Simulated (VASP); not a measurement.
# BN (BN (F-43m)) (F-43m) in VASP: further runs

Runs on BN (BN (F-43m)). Level: PBE. Tasks: single point, relaxation of cell and atoms.

Everything below comes from runs of VASP 6.6.1. Logs are shortened: lines on timing, memory, paths and dates and some standing lists are left out, and cuts for length are marked.

## (1) The cell of the first run

Symmetry: F-43m, No. 216, cubic system. Conventional cell: a = 3.624 Å, b = 3.624 Å, c = 3.624 Å, α = 90.00°, β = 90.00°, γ = 90.00°. Within 2.1 Å of B (site symmetry -43m) lie 4 N at 1.57 Å. N (site symmetry -43m) has 4 B at 1.57 Å within 2.1 Å.

## (2) Single point, PBE

INCAR

```
SYSTEM = BN
PREC = Accurate ; ENCUT = 520
EDIFF = 1E-6 ; ISMEAR = -1
SIGMA = 0.01 ; LREAL = .FALSE.
LASPH = .TRUE. ; NELM = 60
ALGO = Normal ; ISIF = 2
LWAVE = .FALSE. ; LCHARG = .TRUE.
GGA = PE ; LELF = .TRUE.
LVHAR = .TRUE. ; NBANDS = 11
```

KPOINTS

```
Automatic mesh
0
G
  13 13 13
  0 0 0
```

POSCAR

```
BN
1.0
    0.0000000000      1.8120551918      1.8120551918
    1.8120551918      0.0000000000      1.8120551918
    1.8120551918      1.8120551918      0.0000000000
B N
1 1
Direct
    0.0000000000      0.0000000000      0.0000000000
    0.2500000000      0.2500000000      0.2500000000
```

Potentials or basis: VASP PAW PBE potentials, release 64 (B, N).

Run with:

```
$ cat potpaw_PBE.64/B/POTCAR potpaw_PBE.64/N/POTCAR > POTCAR
$ mpirun -np 1 vasp_std > vasp.out
```

OUTCAR:

```text
SYSTEM = BN
   PREC = Accurate
   ENCUT = 520
   EDIFF = 1E-6
   ISMEAR = -1
   LREAL = .FALSE.
   LASPH = .TRUE.
   NELM = 60
   ISIF = 2
   GGA = PE

 ion  position               nearest neighbor table
   1  0.000  0.000  0.000-   2 1.57   2 1.57   2 1.57   2 1.57
   2  0.250  0.250  0.250-   1 1.57   1 1.57   1 1.57   1 1.57

  LATTYP: Found a face centered cubic cell.
 ALAT       =     3.6241103836

  Lattice vectors:

 A1 = (   0.0000000000,   1.8120551918,   1.8120551918)
 A2 = (   1.8120551918,   0.0000000000,   1.8120551918)
 A3 = (   1.8120551918,   1.8120551918,   0.0000000000)

Analysis of symmetry for initial positions (statically):
=====================================================================
 Subroutine PRICEL returns:
 Original cell was already a primitive cell.

 Routine SETGRP: Setting up the symmetry group for a
 face centered cubic supercell.

 Subroutine GETGRP returns: Found 24 space group operations
 (whereof 24 operations were pure point group operations)
 out of a pool of 48 trial point group operations.

The static configuration has the point symmetry T_d .

Analysis of symmetry for dynamics (positions and initial velocities):
=====================================================================
 Subroutine PRICEL returns:
 Original cell was already a primitive cell.

 Routine SETGRP: Setting up the symmetry group for a
 face centered cubic supercell.

 Subroutine GETGRP returns: Found 24 space group operations
 (whereof 24 operations were pure point group operations)
 out of a pool of 48 trial point group operations.

The dynamic configuration has the point symmetry T_d .

 Subroutine INISYM returns: Found 24 space group operations
 (whereof 24 operations are pure point group operations),
 and found     1 'primitive' translations

----------------------------------------------------------------------------------------

                                     Primitive cell

  volume of cell :      11.8999

  direct lattice vectors                    reciprocal lattice vectors
     0.000000000  1.812055192  1.812055192    -0.275929785  0.275929785  0.275929785
     1.812055192  0.000000000  1.812055192     0.275929785 -0.275929785  0.275929785
     1.812055192  1.812055192  0.000000000     0.275929785  0.275929785 -0.275929785

  length of vectors
     2.562633028  2.562633028  2.562633028     0.477924407  0.477924407  0.477924407

  position of ions in fractional coordinates (direct lattice)
     0.000000000  0.000000000  0.000000000
     0.250000000  0.250000000  0.250000000

  ion indices of the primitive-cell ions
   primitive index   ion index
                 1           1
                 2           2

----------------------------------------------------------------------------------------

 KPOINTS: Automatic mesh

Automatic generation of k-mesh.
 Grid dimensions read from file:
 generate k-points for:   13   13   13

 Generating k-lattice:

  Cartesian coordinates                     Fractional coordinates (reciprocal lattice)
    -0.021225368  0.021225368  0.021225368     0.076923077  0.000000000  0.000000000
     0.021225368 -0.021225368  0.021225368     0.000000000  0.076923077  0.000000000
     0.021225368  0.021225368 -0.021225368     0.000000000  0.000000000  0.076923077

  Length of vectors
     0.036763416  0.036763416  0.036763416

  Shift w.r.t. Gamma in fractional coordinates (k-lattice)
     0.000000000  0.000000000  0.000000000

 Subroutine IBZKPT returns following result:
 ===========================================

 Found     84 irreducible k-points:

 Following reciprocal coordinates:
            Coordinates               Weight
  0.000000  0.000000  0.000000      1.000000
  0.076923  0.000000  0.000000      8.000000
  0.153846  0.000000  0.000000      8.000000
  0.230769  0.000000  0.000000      8.000000
  0.307692  0.000000  0.000000      8.000000
  0.384615  0.000000  0.000000      8.000000
[... 16 lines left out ...]
  0.384615  0.153846  0.000000     24.000000
  0.461538  0.153846  0.000000     24.000000
 [... further k-points ...]
   k-points           NKPTS =     84   k-points in BZ     NKDIM =     84   number of bands    NBANDS=     11
   number of dos      NEDOS =    301   number of ions     NIONS =      2
   total plane-waves  NPLWV =   8000
   dimension x,y,z NGX =    20 NGY =   20 NGZ =   20
   dimension x,y,z NGXF=    40 NGYF=   40 NGZF=   40
   ions per type =               1   1
   NGX,Y,Z   is equivalent  to a cutoff of  12.97, 12.97, 12.97 a.u.
   NGXF,Y,Z  is equivalent  to a cutoff of  25.95, 25.95, 25.95 a.u.
 SYSTEM =  BN
   PREC   = accura    normal or accurate (medium, high low for compatibility)
   ISTART =      0    job   : 0-new  1-cont  2-samecut
   ICHARG =      2    charge: 1-file 2-atom 10-const
   ISPIN  =      1    spin polarized calculation?
   LNONCOLLINEAR =      F non collinear calculations
   LSORBIT =      F    spin-orbit coupling
   LASPH  =      T    aspherical Exc in radial PAW
   ENCUT  =  520.0 eV  38.22 Ry    6.18 a.u.   4.76  4.76  4.76*2*pi/ulx,y,z
   NELM   =     60;   NELMIN=  2; NELMDL= -5     # of ELM steps
   EDIFF  = 0.1E-05   stopping-criterion for ELM
   LREAL  =      F    real-space projection
   EDIFFG = 0.1E-04   stopping-criterion for IOM
   NSW    =      0    number of steps for IOM
   IBRION =     -1    ionic relax: 0-MD 1-quasi-New 2-CG
   NFREE  =      0    steps in history (QN), initial steepest desc. (CG)
   ISIF   =      2    stress and relaxation
   ISYM   =      2    0-nonsym 1-usesym 2-fastsym
   POTIM  = 0.5000    time-step for ionic-motion
   TEBEG  =    0.0;   TEEND  =   0.0 temperature during run
   PSTRESS=    0.0 pullay stress
   NELECT =       8.0000    total number of electrons
   NUPDOWN=      -1.0000    fix difference up-down
   EMIN   =  10.00;   EMAX   =-10.00  energy-range for DOS
   EFERMI =   0.00;   METHOD = LEGACY
   ISMEAR =    -1;   SIGMA  =   0.01  broadening in eV -4-tet -1-fermi 0-gaus
   EFERMI_NEDOS =   21; number of points for ismear=-14 and -15
   IALGO  =     38    algorithm
   IMIX   =      4    mixing-type and parameters
     AMIX     =   0.40;   BMIX     =  1.00
     AMIX_MAG =   1.60;   BMIX_MAG =  1.00
  volume/ion in A,a.u.               =       5.95        40.15
  Fermi-wavevector in a.u.,A,eV,Ry     =   1.434135  2.710122 27.983695  2.056744
  Thomas-Fermi vector in A             =   2.553577
   LORBIT       =      0    0 simple, 1 ext, 2 COOP (PROOUT), +10 PAW based schemes
   GGA     = PE    functional components
   LHFCALC =     F    Hartree Fock is set to
   AEXX    =    0.0000 exact exchange contribution
   IVDW    =     0    specifies the selected vdW correction
   LEPSILON=     F    determine dielectric tensor
   LRPA    =     F    only Hartree local field effects (RPA)
 non-spin polarized calculation
  energy-cutoff  :      520.00
  volume of cell :       11.90
 maximum number of plane-waves:       331
   NGX =  9   NGY =  9   NGZ =  9

 number of electron       7.9999999 magnetization

 Free energy of the ion-electron system (eV)
  ---------------------------------------------------
  ext. energy  EPLUGINS =         0.00000000
  ---------------------------------------------------
  free energy    TOTEN  =       -17.45097191 eV

  energy without entropy =      -17.45097191  energy(sigma->0) =      -17.45097191

 E-fermi :   7.6490     XC(G=0): -12.7848

 val. band max:        7.3101974208   @ k =   0.0000   0.0000   0.0000
 cond. band min:      11.8353682349   @ k =   0.4615   0.4615   0.0000
 fundamental gap:      4.5251708141
 Fermi energy:         7.6490457235

 k-point     1 :       0.0000    0.0000    0.0000
  band No.  band energies     occupation
      1     -12.8349      2.00000
      2       7.3102      2.00000
      3       7.3102      2.00000
      4       7.3102      2.00000
      5      16.0942      0.00000
      6      16.0942      0.00000
      7      16.0942      0.00000
      8      17.5370      0.00000
      9      31.9208      0.00000
     10      34.9868      0.00000
     11      34.9868      0.00000

 k-point     2 :       0.0769    0.0000    0.0000
  band No.  band energies     occupation
      1     -12.6916      2.00000
      2       6.5272      2.00000
      3       7.1562      2.00000
      4       7.1563      2.00000
      5      16.2700      0.00000
      6      16.3280      0.00000
      7      16.3280      0.00000
      8      18.0254      0.00000
      9      31.7618      0.00000
     10      32.9498      0.00000
     11      32.9498      0.00000

 k-point     3 :       0.1538    0.0000    0.0000
  band No.  band energies     occupation
      1     -12.2665      2.00000
      2       4.6739      2.00000
      3       6.7709      2.00000
      4       6.7709      2.00000
      5      16.5444      0.00000
      6      16.8928      0.00000
      7      16.8928      0.00000
      8      19.2207      0.00000
      9      31.3000      0.00000
     10      31.4121      0.00000
     11      31.4121      0.00000

 k-point     4 :       0.2308    0.0000    0.0000
  band No.  band energies     occupation
      1     -11.5758      2.00000
      2       2.4331      2.00000
      3       6.3047      2.00000
      4       6.3047      2.00000
      5      16.8127      0.00000
      6      17.4847      0.00000
      7      17.4847      0.00000
      8      20.4986      0.00000
      9      30.7692      0.00000
     10      30.8225      0.00000
     11      30.8225      0.00000
[... 239 lines left out ...]
 k-point    22 :       0.3077    0.1538    0.0000
  band No.  band energies     occupation
      1     -10.8149      2.00000
      2       1.8112      2.00000
      3       4.7811      2.00000
      4       5.1833      2.00000
      5      15.4514      0.00000
      6      19.1787      0.00000
      7      19.7035      0.00000
      8      20.0667      0.00000
      9      26.5984      0.00000
     10      33.5400      0.00000
     11      34.9383      0.00000

 k-point    23 :       0.3846    0.1538    0.0000
  band No.  band energies     occupation
      1      -9.8688      2.00000
      2      -0.2036      2.00000
      3       4.5363      2.00000
      4       4.6172      2.00000
      5      15.8520      0.00000
      6      19.3676      0.00000
      7      19.8997      0.00000
      8      20.7871      0.00000
      9      27.4726      0.00000
     10      33.3208      0.00000
     11      35.2289      0.00000

 k-point    24 :       0.4615    0.1538    0.0000
  band No.  band energies     occupation
      1      -8.8889      2.00000
      2      -1.9012      2.00000
      3       4.0655      2.00000
      4       4.5028      2.00000
      5      16.1699      0.00000
      6      19.3470      0.00000
      7      19.7723      0.00000
      8      21.9055      0.00000
      9      28.0868      0.00000
     10      33.4092      0.00000
     11      35.2478      0.00000

 [... further k-points ...]
[... 5 lines left out ...]
  --------------------------------------------------------------------------------------
  -------------------------------------------------------------------------------------
  Total        0.0315755      0.0315755      0.0315755      0.0000000     -0.0000000     -0.0000000
  in kB        4.2512456      4.2512456      4.2512456      0.0000000     -0.0000000     -0.0000000
  external PRESSURE =       4.2512456 kB  Pullay stress =       0.0000000 kB

 VOLUME and BASIS-vectors are now :
 -----------------------------------------------------------------------------
  energy-cutoff  :      520.00
  volume of cell :       11.90
      direct lattice vectors                 reciprocal lattice vectors
     0.000000000  1.812055192  1.812055192    -0.275929785  0.275929785  0.275929785
     1.812055192  0.000000000  1.812055192     0.275929785 -0.275929785  0.275929785
     1.812055192  1.812055192  0.000000000     0.275929785  0.275929785 -0.275929785

 POSITION                                       TOTAL-FORCE (eV/Angst)
 -----------------------------------------------------------------------------------
      0.00000      0.00000      0.00000         0.000000      0.000000      0.000000
      0.90603      0.90603      0.90603        -0.000000     -0.000000     -0.000000
 -----------------------------------------------------------------------------------
    total drift:                                0.000000      0.000000      0.000000

  FREE ENERGIE OF THE ION-ELECTRON SYSTEM (eV)
  ---------------------------------------------------
  free  energy   TOTEN  =       -17.4509719089 eV

  energy  without entropy=      -17.4509719089  energy(sigma->0) =      -17.45097191
```

Wall time 10 s (1 thread of AMD EPYC 9R45 (Zen 5), shared host); peak memory 0.09 GiB.

Results:

| Property | Result |
| --- | --- |
| Free energy | -17.4510 eV |
| Pressure | 0.4 GPa |
| Band gap on the k mesh | 4.53 eV, indirect (least direct gap 8.78 eV) |

Levels at points of the mesh, in eV from the valence-band top:
| k point | band 1 | band 2 | band 3 | band 4 | band 5 | band 6 | band 7 | band 8 | band 9 |
| --- | --- | --- | --- | --- | --- | --- | --- | --- | --- |
| (0.00, 0.00, 0.00) | -20.15 | 0.00 | 0.00 | 0.00 | 8.78 | 8.78 | 8.78 | 10.23 | 24.61 |

A k mesh can miss the band edges. A hybrid or GW would open this gap; PBE tends to underestimate it.

## (3) Relaxation of cell and atoms, PBE

INCAR

```
ALGO = Normal
EDIFF = 1E-6
EDIFFG = -0.005
ENCUT = 600
GGA = PE
IBRION = 2
ISIF = 3
ISMEAR = 0
LASPH = True
LCHARG = False
LREAL = False
LWAVE = False
NELM = 80
NSW = 80
PREC = Accurate
SIGMA = 0.01
```

KPOINTS

```
k-points
0
Gamma
  13 13 13
```

POSCAR

```
BN
1.0
    0.0000000000      1.8130010000      1.8130010000
    1.8130010000      0.0000000000      1.8130010000
    1.8130010000      1.8130010000      0.0000000000
B N
1 1
Direct
    0.0000000000      0.0000000000      0.0000000000
    0.2500000000      0.2500000000      0.2500000000
```

Potentials or basis: VASP PAW PBE potentials, release 64 (B, N).

Run with:

```
$ cat potpaw_PBE.64/B/POTCAR potpaw_PBE.64/N/POTCAR > POTCAR
$ mpirun -np 1 vasp_std > vasp.out
```

OUTCAR:

```text
EDIFF = 1E-6
   EDIFFG = -0.005
   ENCUT = 600
   GGA = PE
   IBRION = 2
   ISIF = 3
   ISMEAR = 0
   LASPH = True
   LREAL = False
   NELM = 80
   NSW = 80
   PREC = Accurate

 ion  position               nearest neighbor table
   1  0.000  0.000  0.000-   2 1.57   2 1.57   2 1.57   2 1.57
   2  0.250  0.250  0.250-   1 1.57   1 1.57   1 1.57   1 1.57

  LATTYP: Found a face centered cubic cell.
 ALAT       =     3.6260020000

  Lattice vectors:

 A1 = (   0.0000000000,   1.8130010000,   1.8130010000)
 A2 = (   1.8130010000,   0.0000000000,   1.8130010000)
 A3 = (   1.8130010000,   1.8130010000,   0.0000000000)

Analysis of symmetry for initial positions (statically):
=====================================================================
 Subroutine PRICEL returns:
[... 251 lines left out ...]

  energy without entropy =      -17.45463920  energy(sigma->0) =      -17.45463920

 E-fermi :   7.4537     XC(G=0): -12.7830

 val. band max:        7.3050813283   @ k =   0.0000   0.0000   0.0000
 cond. band min:      11.8299338956   @ k =   0.4615   0.4615   0.0000
 fundamental gap:      4.5248525673
 Fermi energy:         7.4537424524

 k-point     1 :       0.0000    0.0000    0.0000
  band No.  band energies     occupation
      1     -12.8357      2.00000
      2       7.3051      2.00000
      3       7.3051      2.00000
      4       7.3051      2.00000
      5      16.0871      0.00000
      6      16.0871      0.00000
      7      16.0871      0.00000
      8      17.5263      0.00000
[... 243 lines left out ...]
 k-point    24 :       0.4615    0.1538    0.0000
  band No.  band energies     occupation
      1      -8.8920      2.00000
      2      -1.9040      2.00000
      3       4.0614      2.00000
      4       4.4987      2.00000
      5      16.1627      0.00000
      6      19.3373      0.00000
      7      19.7640      0.00000
      8      21.8956      0.00000

 [... further k-points ...]
[... 5 lines left out ...]
  --------------------------------------------------------------------------------------
  -------------------------------------------------------------------------------------
  Total       -0.0000327     -0.0000327     -0.0000327      0.0000000      0.0000000     -0.0000000
  in kB       -0.0044066     -0.0044066     -0.0044066      0.0000000      0.0000000     -0.0000000
  external PRESSURE =      -0.0044066 kB  Pullay stress =       0.0000000 kB
[... 17 lines left out ...]
  FREE ENERGIE OF THE ION-ELECTRON SYSTEM (eV)
  ---------------------------------------------------
  free  energy   TOTEN  =       -17.4546392035 eV

  energy  without entropy=      -17.4546392035  energy(sigma->0) =      -17.45463920

 reached required accuracy - stopping structural energy minimisation
```

OSZICAR:

```text
N       E                     dE             d eps       ncg     rms          rms(c)
DAV:   1     0.134371023600E+02    0.13437E+02   -0.55697E+03  1384   0.110E+03
DAV:   2    -0.181536779662E+02   -0.31591E+02   -0.30790E+02  1888   0.202E+02
DAV:   3    -0.184060746351E+02   -0.25240E+00   -0.25240E+00  1584   0.208E+01
[... 17 lines left out ...]
       N       E                     dE             d eps       ncg     rms          rms(c)
DAV:   1    -0.174546622861E+02   -0.41030E-04   -0.71289E-04  1440   0.276E-01    0.345E-02
DAV:   2    -0.174546406592E+02    0.21627E-04   -0.99943E-05  1640   0.802E-02    0.927E-03
DAV:   3    -0.174546396229E+02    0.10363E-05   -0.24921E-06  1216   0.166E-02    0.385E-03
DAV:   4    -0.174546392035E+02    0.41942E-06   -0.44305E-07   680   0.657E-03
   3 F= -.17454639E+02 E0= -.17454639E+02  d E =-.204858E-04
```

CONTCAR:

```text
BN
   1.00000000000000
     0.0000000000000000    1.8122873940914137    1.8122873940914137
     1.8122873940914137   -0.0000000000000000    1.8122873940914137
     1.8122873940914137    1.8122873940914137    0.0000000000000000
  B               N
     1     1
Direct
     0.0000000000000000    0.0000000000000000    0.0000000000000000
     0.2500000000000000    0.2500000000000000    0.2500000000000000

  0.00000000E+00  0.00000000E+00  0.00000000E+00
  0.00000000E+00  0.00000000E+00  0.00000000E+00
```

It took 15 s on 1 thread of AMD EPYC 9R45 (Zen 5), shared host; peak memory 0.09 GiB.

Results:

```
Free energy                            : -17.4546 eV
Relaxed volume                         : 5.95 Å³/atom
Relaxed cell                           : a = 2.563 Å, b = 2.563 Å, c = 2.563 Å, α = 60.00°, β = 60.00°, γ = 60.00°
Space group after relaxing (to 0.05 Å) : F-43m (No. 216)
Energy gained by relaxing              : 0.0 meV/atom
Ionic steps                            : 3
Pressure after relaxing                : 0.0 GPa
Band gap on the k mesh                 : 4.52 eV, indirect (least direct gap 8.78 eV)
```

Final structure:
```
B N
1.0
     0.00000    1.81229    1.81229
     1.81229    0.00000    1.81229
     1.81229    1.81229    0.00000
B N
1 1
Direct
  0.00000 0.00000 0.00000
  0.25000 0.25000 0.25000
```
